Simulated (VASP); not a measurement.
Write the native input for VASP 6.6.1 that does the following.

- Task: single point
- Functional: r2SCAN
- Potentials or basis: VASP PAW PBE potentials, release 64 (Pb_d, Te)
- Cutoff: 520 eV
- k mesh: 12 × 12 × 12
- Occupations: fermi-dirac, width 0.08 eV
- Spin: no spin polarisation
- Dipole correction: no
- Further INCAR settings: ALGO = Normal; EDIFF = 1e-07; NBANDS = 17

TePb (rocksalt type):

```
Pb Te
1.0
     0.00000    3.19975    3.19975
     3.19975    0.00000    3.19975
     3.19975    3.19975    0.00000
Pb Te
1 1
Direct
  0.00000 0.00000 0.00000
  0.50000 0.50000 0.50000
```

This cell differs from its parent crystal: volume scaled by 0.94.

These files were run (other wordings do the same):

POSCAR

```
TePb
1.0
    0.0000000000      3.1997457038      3.1997457038
    3.1997457038      0.0000000000      3.1997457038
    3.1997457038      3.1997457038      0.0000000000
Pb Te
1 1
Direct
    0.0000000000      0.0000000000      0.0000000000
    0.5000000000      0.5000000000      0.5000000000
```

INCAR.step1

```
PREC     = Accurate       # precision mode
ENCUT    = 520            # plane-wave cutoff, eV
ISMEAR   = -1             # smearing method
SIGMA    = 0.08           # smearing width, eV
LREAL    = F              # projectors in reciprocal space
LASPH    = T              # aspherical terms in the spheres
NELM     = 80             # most SCF steps
NBANDS   = 17             # bands
GGA      = PE             # functional
ALGO     = Normal         # electronic algorithm
EDIFF    = 1E-4           # SCF threshold, eV
LWAVE    = T              # write WAVECAR
LCHARG   = F              # write CHGCAR
```

INCAR.step2

```
PREC     = Accurate       # precision mode
ENCUT    = 520            # plane-wave cutoff, eV
EDIFF    = 1E-7           # SCF threshold, eV
ISMEAR   = -1             # smearing method
SIGMA    = 0.08           # smearing width, eV
LREAL    = F              # projectors in reciprocal space
LASPH    = T              # aspherical terms in the spheres
NELM     = 80             # most SCF steps
ALGO     = Normal         # electronic algorithm
ISIF     = 2              # what is computed and relaxed
LWAVE    = F              # write WAVECAR
LCHARG   = F              # write CHGCAR
METAGGA  = R2SCAN         # meta-GGA
LMIXTAU  = T            
NBANDS   = 17             # bands
ISTART   = 1
```

KPOINTS

```
Automatic mesh
0
Gamma
  12 12 12
```

Potentials or basis: VASP PAW PBE potentials, release 64 (Pb_d, Te).

Launch:

```console
$ cat potpaw_PBE.64/Pb_d/POTCAR potpaw_PBE.64/Te/POTCAR > POTCAR
$ cp INCAR.step1 INCAR
$ mpirun -np 1 vasp_std > vasp.out
$ cp INCAR.step2 INCAR
$ mpirun -np 1 vasp_std > vasp.out
```

Results of the run:

The pressure is 3.0 GPa. The band gap on the k mesh is 0.95 eV, direct.

Caveat: the PAW data sets were made with another functional, which shifts forces and pressure a little; spin-orbit coupling is left out, which moves the levels of the heavy elements.

Run time: 4.6 min on 1 thread of AMD EPYC 9R45 96-Core Processor (Zen 5), on a shared host, peak memory 0.24 GiB.
